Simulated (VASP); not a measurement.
# KTaO3 (Pm-3m) in VASP: notebook

Aim: see how the results for KTaO3 move with the level of theory and the settings. Levels: revPBE+D3(BJ), revPBE+D4. Tasks: relaxation of cell and atoms.

Everything below comes from runs of VASP 6.6.1. Logs are shortened: lines on timing, memory, paths and dates and some standing lists are left out, and cuts for length are marked.

### 1 The cell of the first run

Symmetry: Pm-3m, No. 221, cubic system. The conventional cell has a = 3.988 Å, b = 3.988 Å, c = 3.988 Å, α = 90.00°, β = 90.00°, γ = 90.00°. Within 2.6 Å of Ta (site symmetry m-3m) lie 6 O at 1.99 Å. Within 3.7 Å of K (site symmetry m-3m) lie 12 O at 2.82 Å and 8 Ta at 3.45 Å. O (site symmetry 4/mmm) has 2 Ta at 1.99 Å within 2.6 Å.

### 2 Relaxation of cell and atoms, revPBE+D3(BJ)

Input file INCAR:

```
SYSTEM = KTaO3
PREC     = Accurate       ! precision mode
ENCUT    = 600            ! plane-wave cutoff, eV
EDIFF    = 1E-6           ! SCF threshold, eV
ISMEAR   = -1             ! smearing method
SIGMA    = 0.05           ! smearing width, eV
LREAL    = .False.        ! projectors in reciprocal space
LASPH    = .True.         ! aspherical terms in the spheres
NELM     = 60             ! most SCF steps
ALGO     = Normal         ! electronic algorithm
ISIF     = 3              ! what is computed and relaxed
LWAVE    = .False.        ! write WAVECAR
LCHARG   = .False.        ! write CHGCAR
GGA      = RE             ! functional
IVDW     = 12             ! dispersion correction
IBRION   = 2              ! ionic algorithm
NSW      = 60             ! ionic steps
EDIFFG   = -0.01          ! ionic threshold
```

Input file KPOINTS:

```
Automatic mesh
0
Gamma
  7 7 7
  0 0 0
```

Input file POSCAR:

```
KTaO3
1.0
    3.9883000000      0.0000000000      0.0000000000
    0.0000000000      3.9883000000      0.0000000000
    0.0000000000      0.0000000000      3.9883000000
Ta K O
1 1 3
Direct
    0.0000000000      0.0000000000      0.0000000000
    0.5000000000      0.5000000000      0.5000000000
    0.0000000000      0.0000000000      0.5000000000
    0.0000000000      0.5000000000      0.0000000000
    0.5000000000      0.0000000000      0.0000000000
```

Potentials or basis: VASP PAW PBE potentials, release 64 (Ta_pv, K_sv, O).

Launch:

```console
$ cat potpaw_PBE.64/Ta_pv/POTCAR potpaw_PBE.64/K_sv/POTCAR potpaw_PBE.64/O/POTCAR > POTCAR
$ mpirun -np 1 vasp_std > vasp.out
```

OUTCAR:

```text
SYSTEM = KTaO3
   PREC = Accurate
   ENCUT = 600
   EDIFF = 1E-6
   ISMEAR = -1
   LREAL = .False.
   LASPH = .True.
   NELM = 60
   ISIF = 3
   GGA = RE
   IVDW = 12
   IBRION = 2
   NSW = 60
   EDIFFG = -0.01
 IVDW          = 12

 ion  position               nearest neighbor table
   1  0.000  0.000  0.000-   3 1.99   4 1.99   5 1.99   3 1.99   4 1.99   5 1.99   2 3.45   2 3.45
                             2 3.45   2 3.45   2 3.45   2 3.45   2 3.45   2 3.45
   2  0.500  0.500  0.500-   3 2.82   4 2.82   5 2.82   4 2.82   5 2.82   3 2.82   5 2.82   5 2.82
                             3 2.82   4 2.82   4 2.82   3 2.82   1 3.45   1 3.45   1 3.45   1 3.45
   3  0.000  0.000  0.500-   1 1.99   1 1.99   2 2.82   2 2.82   2 2.82   2 2.82
   4  0.000  0.500  0.000-   1 1.99   1 1.99   2 2.82   2 2.82   2 2.82   2 2.82
   5  0.500  0.000  0.000-   1 1.99   1 1.99   2 2.82   2 2.82   2 2.82   2 2.82

  LATTYP: Found a simple cubic cell.
 ALAT       =     3.9883000000

  Lattice vectors:

 A1 = (   3.9883000000,   0.0000000000,   0.0000000000)
 A2 = (   0.0000000000,   3.9883000000,   0.0000000000)
 A3 = (   0.0000000000,   0.0000000000,   3.9883000000)

Analysis of symmetry for initial positions (statically):
=====================================================================
 Subroutine PRICEL returns:
 Original cell was already a primitive cell.

 Routine SETGRP: Setting up the symmetry group for a
 simple cubic supercell.

 Subroutine GETGRP returns: Found 48 space group operations
 (whereof 48 operations were pure point group operations)
 out of a pool of 48 trial point group operations.

The static configuration has the point symmetry O_h .

Analysis of symmetry for dynamics (positions and initial velocities):
=====================================================================
 Subroutine PRICEL returns:
 Original cell was already a primitive cell.

 Routine SETGRP: Setting up the symmetry group for a
 simple cubic supercell.

 Subroutine GETGRP returns: Found 48 space group operations
 (whereof 48 operations were pure point group operations)
 out of a pool of 48 trial point group operations.

The dynamic configuration has the point symmetry O_h .

 Subroutine INISYM returns: Found 48 space group operations
 (whereof 48 operations are pure point group operations),
 and found     1 'primitive' translations

----------------------------------------------------------------------------------------

                                     Primitive cell

  volume of cell :      63.4400

  direct lattice vectors                    reciprocal lattice vectors
     3.988300000  0.000000000  0.000000000     0.250733395  0.000000000  0.000000000
     0.000000000  3.988300000  0.000000000     0.000000000  0.250733395  0.000000000
     0.000000000  0.000000000  3.988300000     0.000000000  0.000000000  0.250733395

  length of vectors
     3.988300000  3.988300000  3.988300000     0.250733395  0.250733395  0.250733395

  position of ions in fractional coordinates (direct lattice)
     0.000000000  0.000000000  0.000000000
     0.500000000  0.500000000  0.500000000
     0.000000000  0.000000000  0.500000000
     0.000000000  0.500000000  0.000000000
     0.500000000  0.000000000  0.000000000

  ion indices of the primitive-cell ions
   primitive index   ion index
                 1           1
                 2           2
                 3           3
                 4           4
                 5           5

----------------------------------------------------------------------------------------

 KPOINTS: Automatic mesh

Automatic generation of k-mesh.
 Grid dimensions read from file:
 generate k-points for:    7    7    7

 Generating k-lattice:

  Cartesian coordinates                     Fractional coordinates (reciprocal lattice)
     0.035819056  0.000000000  0.000000000     0.142857143  0.000000000  0.000000000
     0.000000000  0.035819056  0.000000000     0.000000000  0.142857143  0.000000000
     0.000000000  0.000000000  0.035819056     0.000000000  0.000000000  0.142857143

  Length of vectors
     0.035819056  0.035819056  0.035819056

  Shift w.r.t. Gamma in fractional coordinates (k-lattice)
     0.000000000  0.000000000  0.000000000

 Subroutine IBZKPT returns following result:
 ===========================================

 Found     20 irreducible k-points:

 Following reciprocal coordinates:
            Coordinates               Weight
  0.000000  0.000000  0.000000      1.000000
  0.142857  0.000000  0.000000      6.000000
  0.285714  0.000000  0.000000      6.000000
  0.428571  0.000000  0.000000      6.000000
  0.142857  0.142857  0.000000     12.000000
  0.285714  0.142857  0.000000     24.000000
[... 12 lines left out ...]
  0.428571  0.428571  0.285714     24.000000
  0.428571  0.428571  0.428571      8.000000
   k-points           NKPTS =     20   k-points in BZ     NKDIM =     20   number of bands    NBANDS=     23
   number of dos      NEDOS =    301   number of ions     NIONS =      5
   total plane-waves  NPLWV =  32768
   dimension x,y,z NGX =    32 NGY =   32 NGZ =   32
   dimension x,y,z NGXF=    64 NGYF=   64 NGZF=   64
   ions per type =               1   1   3
   NGX,Y,Z   is equivalent  to a cutoff of  13.34, 13.34, 13.34 a.u.
   NGXF,Y,Z  is equivalent  to a cutoff of  26.68, 26.68, 26.68 a.u.
 SYSTEM =  KTaO3
   PREC   = accura    normal or accurate (medium, high low for compatibility)
   ISTART =      0    job   : 0-new  1-cont  2-samecut
   ICHARG =      2    charge: 1-file 2-atom 10-const
   ISPIN  =      1    spin polarized calculation?
   LNONCOLLINEAR =      F non collinear calculations
   LSORBIT =      F    spin-orbit coupling
   LASPH  =      T    aspherical Exc in radial PAW
   ENCUT  =  600.0 eV  44.10 Ry    6.64 a.u.   7.97  7.97  7.97*2*pi/ulx,y,z
   NELM   =     60;   NELMIN=  2; NELMDL= -5     # of ELM steps
   EDIFF  = 0.1E-05   stopping-criterion for ELM
   LREAL  =      F    real-space projection
   EDIFFG = -.1E-01   stopping-criterion for IOM
   NSW    =     60    number of steps for IOM
   IBRION =      2    ionic relax: 0-MD 1-quasi-New 2-CG
   NFREE  =      1    steps in history (QN), initial steepest desc. (CG)
   ISIF   =      3    stress and relaxation
   ISYM   =      2    0-nonsym 1-usesym 2-fastsym
   POTIM  = 0.5000    time-step for ionic-motion
   TEBEG  =    0.0;   TEEND  =   0.0 temperature during run
   PSTRESS=    0.0 pullay stress
   NELECT =      38.0000    total number of electrons
   NUPDOWN=      -1.0000    fix difference up-down
   EMIN   =  10.00;   EMAX   =-10.00  energy-range for DOS
   EFERMI =   0.00;   METHOD = LEGACY
   ISMEAR =    -1;   SIGMA  =   0.05  broadening in eV -4-tet -1-fermi 0-gaus
   EFERMI_NEDOS =   21; number of points for ismear=-14 and -15
   IALGO  =     38    algorithm
   IMIX   =      4    mixing-type and parameters
     AMIX     =   0.40;   BMIX     =  1.00
     AMIX_MAG =   1.60;   BMIX_MAG =  1.00
  volume/ion in A,a.u.               =      12.69        85.62
  Fermi-wavevector in a.u.,A,eV,Ry     =   1.380008  2.607837 25.911228  1.904422
  Thomas-Fermi vector in A             =   2.504925
   LORBIT       =      0    0 simple, 1 ext, 2 COOP (PROOUT), +10 PAW based schemes
   GGA     = RE    functional components
   LHFCALC =     F    Hartree Fock is set to
   AEXX    =    0.0000 exact exchange contribution
   IVDW    =    12    specifies the selected vdW correction
   LEPSILON=     F    determine dielectric tensor
   LRPA    =     F    only Hartree local field effects (RPA)
 conjugate gradient relaxation of ions
 non-spin polarized calculation
  energy-cutoff  :      600.00
  volume of cell :       63.44
 maximum number of plane-waves:      2146
 NGX is ok and might be reduce to    32
   NGX = 15   NGY = 15   NGZ = 15

--------------------------------------- Ionic step        1  -------------------------------------------

 number of electron      37.9999990 magnetization

 Free energy of the ion-electron system (eV)
  ---------------------------------------------------
  ext. energy  EPLUGINS =         0.00000000
  ---------------------------------------------------
  free energy    TOTEN  =       -39.27728093 eV

  energy without entropy =      -39.27728093  energy(sigma->0) =      -39.27728093

------------------------ aborting loop because EDIFF is reached ----------------------------------------

 Edisp (eV)   -2.20223

 E8    (eV) :    -1.5342

  FORCE on cell =-STRESS in cart. coord.  units (eV):
  Direction    XX          YY          ZZ          XY          YZ          ZX
  --------------------------------------------------------------------------------------
  -------------------------------------------------------------------------------------
  Total       1.29005     1.29005     1.29005     0.00000     0.00000    -0.00000
  in kB      32.58029    32.58029    32.58029     0.00000     0.00000    -0.00000
  external pressure =       32.58 kB  Pullay stress =        0.00 kB
[... 67 lines left out ...]
  energy  without entropy=      -41.4738062984  energy(sigma->0) =      -41.47380630

--------------------------------------- Ionic step        3  -------------------------------------------

 number of electron      37.9999999 magnetization

 Free energy of the ion-electron system (eV)
  ---------------------------------------------------
  ext. energy  EPLUGINS =         0.00000000
  ---------------------------------------------------
  free energy    TOTEN  =       -39.32540289 eV

  energy without entropy =      -39.32540289  energy(sigma->0) =      -39.32540289

 E-fermi :   2.9462     XC(G=0): -10.5790

 val. band max:        1.7463935664   @ k =   0.4286   0.4286   0.4286
 cond. band min:       3.9807587661   @ k =   0.0000   0.0000   0.0000
 fundamental gap:      2.2343651997
 Fermi energy:         2.9461849678

 k-point     1 :       0.0000    0.0000    0.0000
  band No.  band energies     occupation
      1     -32.4296      2.00000
      2     -32.4296      2.00000
      3     -32.4296      2.00000
      4     -25.6259      2.00000
      5     -15.7501      2.00000
      6     -15.0599      2.00000
[... 545 lines left out ...]
  FREE ENERGIE OF THE ION-ELECTRON SYSTEM (eV)
  ---------------------------------------------------
  free  energy   TOTEN  =       -41.4899953936 eV

  energy  without entropy=      -41.4899953936  energy(sigma->0) =      -41.48999539

 reached required accuracy - stopping structural energy minimisation
```

Wall time 71 s (1 thread of Intel Xeon Platinum 8488C (Sapphire Rapids), shared host); peak memory 0.21 GiB.

Results:

```
Free energy                            : -41.4900 eV
Relaxed volume                         : 12.90 Å³/atom
Relaxed cell                           : a = 4.010 Å, b = 4.010 Å, c = 4.010 Å, α = 90.00°, β = 90.00°, γ = 90.00°
Space group after relaxing (to 0.05 Å) : Pm-3m (No. 221)
Energy gained by relaxing              : 2.1 meV/atom
Ionic steps                            : 3
Pressure after relaxing                : 0.0 GPa
Band gap on the k mesh                 : 2.23 eV, indirect (least direct gap 2.80 eV)
Dispersion energy per atom             : -0.433 eV
```

Step by step:
```
step  energy change (eV)  largest force (eV/Å)  pressure (GPa)  volume (Å³)
   1              0.0000                0.0000            3.26        63.44
   2              0.0057                0.0000           -3.77        65.84
   3             -0.0105                0.0000           -0.01        64.49
```

Final structure:
```
Ta K O
1.0
     4.01025    0.00000    0.00000
     0.00000    4.01025    0.00000
     0.00000    0.00000    4.01025
Ta K O
1 1 3
Cartesian
  0.0000 0.0000 0.0000
  2.0051 2.0051 2.0051
  0.0000 0.0000 2.0051
  0.0000 2.0051 0.0000
  2.0051 0.0000 0.0000
```

Caveat: the PAW data sets were made with another functional, which shifts forces and pressure a little; spin-orbit coupling is left out, which moves the levels of the heavy elements. A k mesh can miss the band edges.

### 3 Relaxation of cell and atoms, revPBE+D4

Input file INCAR:

```
PREC = Accurate ; ENCUT = 600
EDIFF = 1E-6 ; ISMEAR = -1
SIGMA = 0.05 ; LREAL = False
LASPH = True ; NELM = 100
ALGO = Normal ; ISIF = 3
LWAVE = False ; LCHARG = False
GGA = RE ; IVDW = 13
IBRION = 2 ; NSW = 60
EDIFFG = -0.01
```

Input file KPOINTS:

```
Automatic mesh
0
Gamma
  7 7 7
```

POSCAR is that of step 2.

Potentials or basis: VASP PAW PBE potentials, release 64 (Ta_pv, K_sv, O).

Launch:

```console
$ cat potpaw_PBE.64/Ta_pv/POTCAR potpaw_PBE.64/K_sv/POTCAR potpaw_PBE.64/O/POTCAR > POTCAR
$ mpirun -np 1 vasp_std > vasp.out
```

It took 70 s on 1 thread of Intel Xeon Platinum 8488C (Sapphire Rapids), shared host; peak memory 0.21 GiB.

Results (log left out):

| Item | Value |
| --- | --- |
| Free energy | -40.7528 eV |
| Relaxed volume | 13.01 Å³/atom |
| Relaxed cell | a = 4.022 Å, b = 4.022 Å, c = 4.022 Å, α = 90.00°, β = 90.00°, γ = 90.00° |
| Space group after relaxing (to 0.05 Å) | Pm-3m (No. 221) |
| Energy gained by relaxing | 4.8 meV/atom |
| Ionic steps | 3 |
| Pressure after relaxing | 0.0 GPa |
| Band gap on the k mesh | 2.21 eV, indirect (least direct gap 2.79 eV) |
| Dispersion energy per atom | -0.282 eV |

Step by step:
| step | energy change (eV) | largest force (eV/Å) | pressure (GPa) | volume (Å³) |
| --- | --- | --- | --- | --- |
| 1 | 0.0000 | 0.0000 | 4.90 | 63.44 |
| 2 | 0.0112 | 0.0000 | -5.35 | 67.07 |
| 3 | -0.0238 | 0.0000 | -0.03 | 65.04 |

Final structure:
```xyz
5
Lattice="4.0216 0.0000 0.0000 0.0000 4.0216 0.0000 0.0000 0.0000 4.0216" Properties=species:S:1:pos:R:3 pbc="T T T"
Ta    0.0000    0.0000    0.0000
K     2.0108    2.0108    2.0108
O     0.0000    0.0000    2.0108
O     0.0000    2.0108    0.0000
O     2.0108    0.0000    0.0000
```

Levels at points of the mesh, in eV from the valence-band top:
```tsv
k point	band 16	band 17	band 18	band 19	band 20	band 21	band 22	band 23
(0.00, 0.00, 0.00)	-0.96	-0.57	-0.57	-0.57	2.21	2.21	2.21	6.65
```

Caveat: the PAW data sets were made with another functional, which shifts forces and pressure a little; spin-orbit coupling is left out, which moves the levels of the heavy elements.
